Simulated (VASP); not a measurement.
# Hf (Pm-3m) in VASP: notebook

The runs below take Hf through single point, relaxation of cell and atoms, with PBEsol.

All numbers are computed with VASP 6.6.1; they aren't measurements. Logs are shortened: lines on timing, memory, paths and dates and some standing lists are left out, and cuts for length are marked.

**1. The cell of the first run**

Symmetry: Pm-3m, No. 221, cubic system. Conventional cell: a = 2.501 Å, b = 2.501 Å, c = 2.501 Å, α = 90.00°, β = 90.00°, γ = 90.00°. Within 3.3 Å of Hf (site symmetry m-3m) lie 6 Hf at 2.50 Å.

**2. Single point, PBEsol**

INCAR

```
SYSTEM = Hf
PREC = Accurate
ENCUT = 520
EDIFF = 1E-7
ISMEAR = -1
SIGMA = 0.1
LREAL = .False.
LASPH = .True.
NELM = 60
ALGO = Normal
ISIF = 2
LWAVE = .False.
LCHARG = .False.
GGA = PS
NBANDS = 11
```

KPOINTS

```
Automatic mesh
0
Gamma
  15 15 15
  0 0 0
```

POSCAR

```
Hf
1.0
    2.5007684687      0.0000000000      0.0000000000
    0.0000000000      2.5007684687      0.0000000000
    0.0000000000      0.0000000000      2.5007684687
Hf
1
Direct
    0.0000000000      0.0000000000      0.0000000000
```

Potentials or basis: VASP PAW PBE potentials, release 64 (Hf_pv).

The run is started by

```bash
$ cat potpaw_PBE.64/Hf_pv/POTCAR > POTCAR
$ mpirun -np 1 vasp_std > vasp.out
```

OUTCAR:

```text
SYSTEM = Hf
   PREC = Accurate
   ENCUT = 520
   EDIFF = 1E-7
   ISMEAR = -1
   LREAL = .False.
   LASPH = .True.
   NELM = 60
   ISIF = 2
   GGA = PS

 ion  position               nearest neighbor table
   1  0.000  0.000  0.000-

  LATTYP: Found a simple cubic cell.
 ALAT       =     2.5007684687

  Lattice vectors:

 A1 = (   2.5007684687,   0.0000000000,   0.0000000000)
 A2 = (   0.0000000000,   2.5007684687,   0.0000000000)
 A3 = (   0.0000000000,   0.0000000000,   2.5007684687)

Analysis of symmetry for initial positions (statically):
=====================================================================
 Subroutine PRICEL returns:
 Original cell was already a primitive cell.

 Routine SETGRP: Setting up the symmetry group for a
 simple cubic supercell.

 Subroutine GETGRP returns: Found 48 space group operations
 (whereof 48 operations were pure point group operations)
 out of a pool of 48 trial point group operations.

The static configuration has the point symmetry O_h .

Analysis of symmetry for dynamics (positions and initial velocities):
=====================================================================
 Subroutine PRICEL returns:
 Original cell was already a primitive cell.

 Routine SETGRP: Setting up the symmetry group for a
 simple cubic supercell.

 Subroutine GETGRP returns: Found 48 space group operations
 (whereof 48 operations were pure point group operations)
 out of a pool of 48 trial point group operations.

The dynamic configuration has the point symmetry O_h .

 Subroutine INISYM returns: Found 48 space group operations
 (whereof 48 operations are pure point group operations),
 and found     1 'primitive' translations

----------------------------------------------------------------------------------------

                                     Primitive cell

  volume of cell :      15.6394

  direct lattice vectors                    reciprocal lattice vectors
     2.500768469  0.000000000  0.000000000     0.399877083  0.000000000  0.000000000
     0.000000000  2.500768469  0.000000000     0.000000000  0.399877083  0.000000000
     0.000000000  0.000000000  2.500768469     0.000000000  0.000000000  0.399877083

  length of vectors
     2.500768469  2.500768469  2.500768469     0.399877083  0.399877083  0.399877083

  position of ions in fractional coordinates (direct lattice)
     0.000000000  0.000000000  0.000000000

  ion indices of the primitive-cell ions
   primitive index   ion index
                 1           1

----------------------------------------------------------------------------------------

 KPOINTS: Automatic mesh

Automatic generation of k-mesh.
 Grid dimensions read from file:
 generate k-points for:   15   15   15

 Generating k-lattice:

  Cartesian coordinates                     Fractional coordinates (reciprocal lattice)
     0.026658472  0.000000000  0.000000000     0.066666667  0.000000000  0.000000000
     0.000000000  0.026658472  0.000000000     0.000000000  0.066666667  0.000000000
     0.000000000  0.000000000  0.026658472     0.000000000  0.000000000  0.066666667

  Length of vectors
     0.026658472  0.026658472  0.026658472

  Shift w.r.t. Gamma in fractional coordinates (k-lattice)
     0.000000000  0.000000000  0.000000000

 Subroutine IBZKPT returns following result:
 ===========================================

 Found    120 irreducible k-points:

 Following reciprocal coordinates:
            Coordinates               Weight
  0.000000  0.000000  0.000000      1.000000
  0.066667  0.000000  0.000000      6.000000
  0.133333  0.000000  0.000000      6.000000
  0.200000  0.000000  0.000000      6.000000
  0.266667  0.000000  0.000000      6.000000
  0.333333  0.000000  0.000000      6.000000
[... 16 lines left out ...]
  0.266667  0.200000  0.000000     24.000000
  0.333333  0.200000  0.000000     24.000000
 [... further k-points ...]
   k-points           NKPTS =    120   k-points in BZ     NKDIM =    120   number of bands    NBANDS=     11
   number of dos      NEDOS =    301   number of ions     NIONS =      1
   total plane-waves  NPLWV =   8000
   dimension x,y,z NGX =    20 NGY =   20 NGZ =   20
   dimension x,y,z NGXF=    40 NGYF=   40 NGZF=   40
   ions per type =               1
   NGX,Y,Z   is equivalent  to a cutoff of  13.30, 13.30, 13.30 a.u.
   NGXF,Y,Z  is equivalent  to a cutoff of  26.59, 26.59, 26.59 a.u.
 SYSTEM =  Hf
   PREC   = accura    normal or accurate (medium, high low for compatibility)
   ISTART =      0    job   : 0-new  1-cont  2-samecut
   ICHARG =      2    charge: 1-file 2-atom 10-const
   ISPIN  =      1    spin polarized calculation?
   LNONCOLLINEAR =      F non collinear calculations
   LSORBIT =      F    spin-orbit coupling
   LASPH  =      T    aspherical Exc in radial PAW
   ENCUT  =  520.0 eV  38.22 Ry    6.18 a.u.   4.65  4.65  4.65*2*pi/ulx,y,z
   NELM   =     60;   NELMIN=  2; NELMDL= -5     # of ELM steps
   EDIFF  = 0.1E-06   stopping-criterion for ELM
   LREAL  =      F    real-space projection
   EDIFFG = 0.1E-05   stopping-criterion for IOM
   NSW    =      0    number of steps for IOM
   IBRION =     -1    ionic relax: 0-MD 1-quasi-New 2-CG
   NFREE  =      0    steps in history (QN), initial steepest desc. (CG)
   ISIF   =      2    stress and relaxation
   ISYM   =      2    0-nonsym 1-usesym 2-fastsym
   POTIM  = 0.5000    time-step for ionic-motion
   TEBEG  =    0.0;   TEEND  =   0.0 temperature during run
   PSTRESS=    0.0 pullay stress
   NELECT =      10.0000    total number of electrons
   NUPDOWN=      -1.0000    fix difference up-down
   EMIN   =  10.00;   EMAX   =-10.00  energy-range for DOS
   EFERMI =   0.00;   METHOD = LEGACY
   ISMEAR =    -1;   SIGMA  =   0.10  broadening in eV -4-tet -1-fermi 0-gaus
   EFERMI_NEDOS =   21; number of points for ismear=-14 and -15
   IALGO  =     38    algorithm
   IMIX   =      4    mixing-type and parameters
     AMIX     =   0.40;   BMIX     =  1.00
     AMIX_MAG =   1.60;   BMIX_MAG =  1.00
  volume/ion in A,a.u.               =      15.64       105.54
  Fermi-wavevector in a.u.,A,eV,Ry     =   1.410375  2.665223 27.064142  1.989158
  Thomas-Fermi vector in A             =   2.532335
   LORBIT       =      0    0 simple, 1 ext, 2 COOP (PROOUT), +10 PAW based schemes
   GGA     = PS    functional components
   LHFCALC =     F    Hartree Fock is set to
   AEXX    =    0.0000 exact exchange contribution
   IVDW    =     0    specifies the selected vdW correction
   LEPSILON=     F    determine dielectric tensor
   LRPA    =     F    only Hartree local field effects (RPA)
 non-spin polarized calculation
  energy-cutoff  :      520.00
  volume of cell :       15.64
 maximum number of plane-waves:       445
 NGX is ok and might be reduce to    20
   NGX =  9   NGY =  9   NGZ =  9

 number of electron      10.0000000 magnetization

 number of electron       9.9999997 magnetization

 Free energy of the ion-electron system (eV)
  ---------------------------------------------------
  ext. energy  EPLUGINS =         0.00000000
  ---------------------------------------------------
  free energy    TOTEN  =        -8.23551204 eV

  energy without entropy =       -8.20504251  energy(sigma->0) =       -8.22027727

 E-fermi :   7.0431     XC(G=0): -13.0496

 val. band max:        7.0298133673   @ k =   0.4000   0.1333   0.1333
 cond. band min:       7.0811919041   @ k =   0.4000   0.3333   0.2667
 fundamental gap:      0.0513785368
 Fermi energy:         7.0431480916

 k-point     1 :       0.0000    0.0000    0.0000
  band No.  band energies     occupation
      1     -21.4199      2.00000
      2     -21.4199      2.00000
      3     -21.4199      2.00000
      4      -0.5954      2.00000
      5       4.0742      2.00000
      6       4.0743      2.00000
      7      17.3796      0.00000
      8      17.3796      0.00000
      9      17.3796      0.00000
     10      21.2896      0.00000
     11      24.9136      0.00000

 k-point     2 :       0.0667    0.0000    0.0000
  band No.  band energies     occupation
      1     -21.5941      2.00000
      2     -21.4058      2.00000
      3     -21.4058      2.00000
      4      -0.3922      2.00000
      5       4.1306      2.00000
      6       4.3316      2.00000
      7      16.8649      0.00000
      8      16.8649      0.00000
      9      17.4107      0.00000
     10      21.2861      0.00000
     11      24.0327      0.00000

 k-point     3 :       0.1333    0.0000    0.0000
  band No.  band energies     occupation
      1     -22.0662      2.00000
      2     -21.3656      2.00000
      3     -21.3656      2.00000
      4       0.1448      2.00000
      5       4.2939      2.00000
      6       5.0905      2.00000
      7      15.6871      0.00000
      8      15.6871      0.00000
      9      17.4997      0.00000
     10      21.2615      0.00000
     11      22.3396      0.00000

 k-point     4 :       0.2000    0.0000    0.0000
  band No.  band energies     occupation
      1     -22.7141      2.00000
      2     -21.3059      2.00000
      3     -21.3059      2.00000
      4       0.8690      2.00000
      5       4.5463      2.00000
      6       6.2475      1.99930
      7      14.3482      0.00000
      8      14.3482      0.00000
      9      17.6336      0.00000
     10      20.6283      0.00000
     11      21.3653      0.00000

 k-point     5 :       0.2667    0.0000    0.0000
  band No.  band energies     occupation
      1     -23.4008      2.00000
      2     -21.2365      2.00000
      3     -21.2365      2.00000
      4       1.6712      2.00000
      5       4.8558      2.00000
      6       7.4898      0.02271
      7      13.1137      0.00000
      8      13.1137      0.00000
      9      17.7917      0.00000
     10      19.6836      0.00000
     11      21.3292      0.00000
[... 211 lines left out ...]
 k-point    21 :       0.4667    0.1333    0.0000
  band No.  band energies     occupation
      1     -24.6118      2.00000
      2     -21.6804      2.00000
      3     -21.0359      2.00000
      4       4.4828      2.00000
      5       6.2522      1.99927
      6       6.7385      1.90928
      7      11.2560      0.00000
      8      12.2474      0.00000
      9      16.7690      0.00000
     10      21.2705      0.00000
     11      22.7576      0.00000

 k-point    22 :       0.2000    0.2000    0.0000
  band No.  band energies     occupation
      1     -22.6372      2.00000
      2     -22.4967      2.00000
      3     -21.1946      2.00000
      4       2.2539      2.00000
      5       5.7746      1.99999
      6       7.4461      0.03494
      7      11.4138      0.00000
      8      14.3006      0.00000
      9      15.2434      0.00000
     10      21.2715      0.00000
     11      22.7776      0.00000

 k-point    23 :       0.2667    0.2000    0.0000
  band No.  band energies     occupation
      1     -23.2459      2.00000
      2     -22.4706      2.00000
      3     -21.1268      2.00000
      4       2.9270      2.00000
      5       5.9807      1.99995
      6       8.3204      0.00001
      7      10.9820      0.00000
      8      13.4295      0.00000
      9      15.1405      0.00000
     10      21.2306      0.00000
     11      21.7163      0.00000

 k-point    24 :       0.3333    0.2000    0.0000
  band No.  band energies     occupation
      1     -23.8408      2.00000
      2     -22.3872      2.00000
      3     -21.0610      2.00000
      4       3.5766      2.00000
      5       5.9180      1.99997
      6       8.3860      0.00000
      7      11.7875      0.00000
      8      12.5056      0.00000
      9      15.3071      0.00000
     10      20.9613      0.00000
     11      21.3782      0.00000

 [... further k-points ...]

------------------------ aborting loop because EDIFF is reached ----------------------------------------

  FORCE on cell =-STRESS in cart. coord.  units (eV):
  Direction    XX          YY          ZZ          XY          YZ          ZX
  --------------------------------------------------------------------------------------
  -------------------------------------------------------------------------------------
  Total        6.8064058      6.8064058      6.8064058      0.0000000      0.0000000      0.0000000
  in kB      697.2812122    697.2812122    697.2812122      0.0000000      0.0000000      0.0000000
  external PRESSURE =     697.2812122 kB  Pullay stress =       0.0000000 kB

 VOLUME and BASIS-vectors are now :
 -----------------------------------------------------------------------------
  energy-cutoff  :      520.00
  volume of cell :       15.64
      direct lattice vectors                 reciprocal lattice vectors
     2.500768469  0.000000000  0.000000000     0.399877083  0.000000000  0.000000000
     0.000000000  2.500768469  0.000000000     0.000000000  0.399877083  0.000000000
     0.000000000  0.000000000  2.500768469     0.000000000  0.000000000  0.399877083

 POSITION                                       TOTAL-FORCE (eV/Angst)
 -----------------------------------------------------------------------------------
      0.00000      0.00000      0.00000         0.000000      0.000000      0.000000
 -----------------------------------------------------------------------------------
    total drift:                                0.000000      0.000000      0.000000

  FREE ENERGIE OF THE ION-ELECTRON SYSTEM (eV)
  ---------------------------------------------------
  free  energy   TOTEN  =        -8.2355120400 eV

  energy  without entropy=       -8.2050425051  energy(sigma->0) =       -8.22027727
```

Run time: 6.3 s. Hardware: 1 thread of Intel Xeon 6975P-C, shared host; peak memory 0.14 GiB.

What came out:

| Quantity | Value |
| --- | --- |
| Free energy | -8.2355 eV |
| Pressure | 69.7 GPa |
| Band gap on the k mesh | zero (band 5 reaches 8.18 eV, above the bottom of band 6 at 3.94 eV) |

Caveat: the PAW data sets were made with another functional, which shifts forces and pressure a little; spin-orbit coupling is left out, which moves the levels of the heavy elements.

**3. Single point, PBEsol**

INCAR

```
  ALGO = Normal
  EDIFF = 1E-7
  ENCUT = 520
  GGA = PS
  ISIF = 2
  ISMEAR = -1
  LASPH = T
  LCHARG = F
  LREAL = F
  LWAVE = F
  NBANDS = 11
  NELM = 100
  PREC = Accurate
  SIGMA = 0.1
```

KPOINTS

```
k-points
0
Gamma
  15 15 15
```

POSCAR

```
Hf
1.0
    2.5011127311      0.0000000000      0.0000000000
    0.0000000000      2.5011127311      0.0000000000
    0.0000000000      0.0000000000      2.5011127311
Hf
1
Direct
    0.0000000000      0.0000000000      0.0000000000
```

Potentials or basis: VASP PAW PBE potentials, release 64 (Hf_pv).

The run is started by

```bash
$ cat potpaw_PBE.64/Hf_pv/POTCAR > POTCAR
$ mpirun -np 1 vasp_std > vasp.out
```

It took 6.5 s on 1 thread of Intel Xeon 6975P-C, shared host; peak memory 0.14 GiB.

It converged, with:

| Property | Result |
| --- | --- |
| Free energy | -8.2383 eV |
| Pressure | 69.6 GPa |
| Band gap on the k mesh | zero (band 5 reaches 8.17 eV, above the bottom of band 6 at 3.94 eV) |

Levels at points of the mesh, in eV from the Fermi level:
```
           k point  band 1  band 2  band 3  band 4  band 5  band 6  band 7  band 8  band 9  band 10
(0.00, 0.00, 0.00)  -28.46  -28.46  -28.46   -7.64   -2.97   -2.97   10.33   10.33   10.33    14.25
```

Caveat: the PAW data sets were made with another functional, which shifts forces and pressure a little; spin-orbit coupling is left out, which moves the levels of the heavy elements.

**4. Relaxation of cell and atoms, PBEsol, target pressure 71 GPa, at which the enthalpy is minimised**

This run uses another cell than the first one, of 15.68 Å³/atom, 1.003 times its volume.

INCAR

```
PREC = Accurate
ENCUT = 600
EDIFF = 1E-7
ISMEAR = -1
SIGMA = 0.1
LREAL = False
LASPH = True
NELM = 60
ALGO = Normal
ISIF = 3
LWAVE = False
LCHARG = False
GGA = PS
IBRION = 2
NSW = 60
EDIFFG = -0.005
PSTRESS = 710.0
```

KPOINTS

```
regular mesh
0
Gamma
  15 15 15
```

POSCAR

```
Hf
1.0
    2.5029017535      0.0000000000      0.0000000000
    0.0000000000      2.5029017535      0.0000000000
    0.0000000000      0.0000000000      2.5029017535
Hf
1
Direct
    0.0000000000      0.0000000000      0.0000000000
```

The run is started by

```bash
$ cat potpaw_PBE.64/Hf_pv/POTCAR > POTCAR
$ mpirun -np 1 vasp_std > vasp.out
```

Run time: 16 s. Hardware: 1 thread of Intel Xeon 6975P-C, shared host; peak memory 0.15 GiB.

It converged, with:

| Item | Value |
| --- | --- |
| Free energy | -8.2084 eV |
| Relaxed volume | 15.58 Å³/atom |
| Relaxed cell | a = 2.497 Å, b = 2.497 Å, c = 2.497 Å, α = 90.00°, β = 90.00°, γ = 90.00° |
| Space group after relaxing (to 0.05 Å) | Pm-3m (No. 221) |
| Energy change on relaxing (the enthalpy is what falls) | +44.7 meV/atom |
| Ionic steps | 3 |
| Pressure after relaxing | 71.0 GPa |
| Band gap on the k mesh | zero (band 5 reaches 8.22 eV, above the bottom of band 6 at 3.95 eV) |

The path:
```tsv
step	energy change (eV)	largest force (eV/Å)	pressure (GPa)	volume (Å³)
1	0.0000	0.0000	68.93	15.68
2	0.2095	0.0000	78.54	15.22
3	0.0447	0.0000	70.98	15.58
```

Final structure:
```
Hf
1.0
     2.49745    0.00000    0.00000
     0.00000    2.49745    0.00000
     0.00000    0.00000    2.49745
Hf
1
Direct
  0.00000 0.00000 0.00000
```

Levels at points of the mesh, in eV from the Fermi level:
```
           k point  band 1  band 2  band 3  band 4  band 5  band 6  band 7  band 8  band 9
(0.00, 0.00, 0.00)  -28.45  -28.45  -28.45   -7.64   -2.99   -2.99   10.38   10.38   10.38
```

Caveat: the cell is relaxed towards a set pressure, so the enthalpy falls and the energy may rise; the PAW data sets were made with another functional, which shifts forces and pressure a little; spin-orbit coupling is left out, which moves the levels of the heavy elements.

**5. Relaxation of cell and atoms, PBEsol, target pressure 71 GPa, at which the enthalpy is minimised**

INCAR

```
SYSTEM = Hf
PREC = Accurate
ENCUT = 600
EDIFF = 1E-6
ISMEAR = -1
SIGMA = 0.1
LREAL = .FALSE.
LASPH = .TRUE.
NELM = 60
ALGO = Normal
ISIF = 3
LWAVE = .FALSE.
LCHARG = .FALSE.
GGA = PS
IBRION = 2
NSW = 32
EDIFFG = -0.005
PSTRESS = 710.0
```

KPOINTS

```
regular mesh
0
G
  15 15 15
  0 0 0
```

POSCAR

```
Hf
1.0
    2.5007684687      0.0000000000      0.0000000000
    0.0000000000      2.5007684687      0.0000000000
    0.0000000000      0.0000000000      2.5007684687
Hf
1
Direct
    0.0000000000      0.0000000000      0.0000000000
```

The run is started by

```bash
$ cat potpaw_PBE.64/Hf_pv/POTCAR > POTCAR
$ mpirun -np 1 vasp_std > vasp.out
```

It took 14 s on 1 thread of Intel Xeon 6975P-C, shared host; peak memory 0.15 GiB.

The run converged. Its results:

- Free energy: -8.2081 eV
- Relaxed volume: 15.58 Å³/atom
- Relaxed cell: a = 2.497 Å, b = 2.497 Å, c = 2.497 Å, α = 90.00°, β = 90.00°, γ = 90.00°
- Space group after relaxing (to 0.05 Å): Pm-3m (No. 221)
- Energy change on relaxing (the enthalpy is what falls): +27.6 meV/atom
- Ionic steps: 3
- Pressure after relaxing: 71.0 GPa
- Band gap on the k mesh: zero (band 5 reaches 8.22 eV, above the bottom of band 6 at 3.95 eV)

The path:
| step | energy change (eV) | largest force (eV/Å) | pressure (GPa) | volume (Å³) |
| --- | --- | --- | --- | --- |
| 1 | 0.0000 | 0.0000 | 69.73 | 15.64 |
| 2 | 0.1263 | 0.0000 | 75.53 | 15.36 |
| 3 | 0.0276 | 0.0000 | 71.00 | 15.58 |

Final structure:
```
Hf
1.0
     2.49742    0.00000    0.00000
     0.00000    2.49742    0.00000
     0.00000    0.00000    2.49742
Hf
1
Direct
  0.00000 0.00000 0.00000
```

Levels at points of the mesh, in eV from the Fermi level:
| k point | band 2 | band 3 | band 4 | band 5 | band 6 | band 7 | band 8 | band 9 |
| --- | --- | --- | --- | --- | --- | --- | --- | --- |
| (0.00, 0.00, 0.00) | -28.45 | -28.45 | -7.64 | -2.99 | -2.99 | 10.38 | 10.38 | 10.38 |

Caveat: the cell is relaxed towards a set pressure, so the enthalpy falls and the energy may rise; the PAW data sets were made with another functional, which shifts forces and pressure a little; spin-orbit coupling is left out, which moves the levels of the heavy elements.

**6. Summary**

| task | cell | cutoff (eV) | gap on the mesh (eV) | pressure (GPa) |
| --- | --- | --- | --- | --- |
| single point | a = 2.501 Å, 1 atom | 520 | none | 69.6 |
| relaxation of cell and atoms | relaxed to 71 GPa from a = 2.503 Å, 1 atom | 600 | none | 71.0 |
| relaxation of cell and atoms | relaxed to 71 GPa from a = 2.501 Å, 1 atom | 600 | none | 71.0 |

Alike in all rows: level PBEsol; potentials or basis VASP PAW PBE potentials, release 64 (Hf_pv); no spin polarisation; k mesh 15 × 15 × 15; smearing fermi-dirac 0.1 eV.

Caveats: the PAW data sets were made with another functional, which shifts forces and pressure a little; spin-orbit coupling is left out, which moves the levels of the heavy elements; the cell is relaxed towards a set pressure, so the enthalpy falls and the energy may rise (some runs).

Total energies depend on the potentials used, so only differences within one code and one set of settings carry meaning.
